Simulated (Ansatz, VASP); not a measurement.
**Two plane-wave programs on Ca**

```
CELL_PARAMETERS angstrom
-2.20520 2.20520 2.19611
2.20520 -2.20520 2.19611
2.20520 2.20520 -2.19611
ATOMIC_POSITIONS crystal
Ca 0.05800 0.88700 0.12300
```

Alike in both runs: task single point; functional PBE; dispersion D3(BJ); k mesh 6 × 6 × 6; occupations gaussian, width 0.1 eV; no spin polarisation.

|  | VASP | Ansatz |
| --- | --- | --- |
| version | VASP 6.6.1 | Ansatz 0.2.0 |
| potentials or method | VASP PAW PBE potentials, release 64 (Ca_sv), cutoff 500 eV | scalar-relativistic, plane waves, PAW |
| valence electrons in the cell | 10 | 10 |

|  | VASP | Ansatz | Ansatz less VASP |
| --- | --- | --- | --- |
| gap on the k mesh at the Fermi level (eV) | none | none | - |
| pressure (GPa) | -1.0 | -1.0 | -0.01 |

A gap of «none» marks a metal or a gap that the smearing closes.
